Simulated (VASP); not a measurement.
## Ti8H3CO16: single point with PBE+D3(BJ)

The system is Ti8H3CO16, a slab with vacuum.

```
CELL_PARAMETERS angstrom
7.57474 0.00000 0.00000
-1.89369 5.14665 0.00000
0.00000 0.00000 24.24066
ATOMIC_POSITIONS crystal
O 0.15766 0.63063 0.33002
O 0.65766 0.63063 0.33002
O 0.29958 0.19832 0.36634
O 0.79958 0.19832 0.36634
O 0.47773 0.91090 0.39049
O 0.97773 0.91090 0.39049
O 0.11965 0.47860 0.42681
O 0.61965 0.47860 0.42681
O 0.22635 0.90982 0.47628
O 0.73110 0.90314 0.47788
O 0.36983 0.48011 0.51493
O 0.86653 0.47061 0.51510
O 0.54788 0.19506 0.54697
O 0.04777 0.19253 0.54728
O 0.19317 0.77513 0.57417
O 0.68802 0.78506 0.57869
Ti 0.06769 0.27077 0.36026
Ti 0.56769 0.27077 0.36026
Ti 0.20961 0.83846 0.39658
Ti 0.70961 0.83846 0.39658
Ti 0.13896 0.54641 0.50944
Ti 0.62692 0.52888 0.50540
Ti 0.26872 0.08301 0.54026
Ti 0.77964 0.10692 0.53740
C 0.59014 0.70344 0.62912
H 0.59039 0.50860 0.63983
H 0.66052 0.83780 0.66248
H 0.44411 0.69799 0.62513
```

```yaml
Program: VASP 6.6.1
Task: single point
Functional: PBE
Dispersion: D3(BJ)
Potentials_or_basis: VASP PAW PBE potentials, release 64 (O, Ti_sv, C, H)
Cutoff: 520 eV
k_mesh: 2 × 3 × 1
Occupations: gaussian, width 0.05 eV
Spin: collinear spin
Starting_moments: "[0.0, 0.0, 0.0, 0.0, 0.0, 0.0, 0.0, 0.0, 0.0, 0.0, 0.0, 0.0, 0.0, 0.0, 0.0, 0.0, 0.0, 0.0, 0.0, 0.0, 0.0, 0.0, 0.0, 0.0, 1.0, 0.0, 0.0, 0.0] μB"
```

```json
{"Largest force": "4.039 eV/Å", "Net moment": "0.00 μB per cell", "Valence electrons inside the program's atomic spheres": "O 4.94, 5.07, 5.08, 5.04, 5.06, 5.09, 5.05, 5.01, 5.10 (each value once); Ti 10.21, 10.27, 10.26, 10.22, 10.24, 10.43, 10.37 (each value once); C 2.57; H 0.69", "Dispersion energy per atom": "-0.144 eV"}
```

Forces in eV/Å, atoms in the order of the input:
```
O    0.004 -1.403  1.131
O    0.010 -1.383  1.342
O    0.086  0.218 -0.978
O   -0.089  0.089 -0.880
O    0.172  0.186  0.348
O   -0.136  0.105  0.260
O   -0.003 -0.604  0.873
O   -0.048 -0.873  0.965
O    0.002  0.001 -0.045
O    0.001 -0.032 -0.063
O   -0.002  0.007  0.007
O   -0.025  0.029 -0.004
O    0.004 -0.008  0.018
O    0.031 -0.012  0.017
O    0.008 -0.050  0.091
O    0.044  0.018 -0.094
Ti   0.078  3.757  1.481
Ti  -0.074  3.328  0.999
Ti  -0.098 -2.026 -2.794
Ti   0.098 -1.397 -2.920
Ti  -0.002 -0.040 -0.013
Ti   0.008  0.041  0.027
Ti  -0.008  0.125  0.037
Ti  -0.001 -0.026  0.070
C   -0.040 -0.055  0.119
H    0.006 -0.018  0.000
H    0.009  0.026  0.020
H   -0.035 -0.002 -0.013
```

Levels at points of the mesh, in eV from the Fermi level:
Spin up:
| k point | band 96 | band 97 | band 98 | band 99 | band 100 | band 101 | band 102 | band 103 |
| --- | --- | --- | --- | --- | --- | --- | --- | --- |
| (0.00, 0.00, 0.00) | -2.77 | -2.68 | -2.60 | -2.29 | -0.29 | 0.22 | 0.31 | 0.33 |
| (0.50, 0.00, 0.00) | -2.80 | -2.60 | -2.47 | -2.36 | 0.22 | 0.24 | 0.33 | 0.40 |
Spin down:
```csv
k point,band 96,band 97,band 98,band 99,band 100,band 101,band 102,band 103
"(0.00, 0.00, 0.00)",-2.77,-2.68,-2.60,-2.29,-0.29,0.22,0.31,0.33
"(0.50, 0.00, 0.00)",-2.80,-2.60,-2.47,-2.36,0.22,0.24,0.33,0.40
```

It took 17 min on 8 MPI ranks on Intel(R) Xeon(R) Platinum 8375C CPU @ 2.90GHz (Ice Lake), on a shared host, peak memory 0.53 GiB a rank.

Caveat: the k points lie up to 0.44 Å⁻¹ apart; semilocal functionals often make such compounds metallic where correlation or magnetic order opens a gap, which also shifts bond lengths.
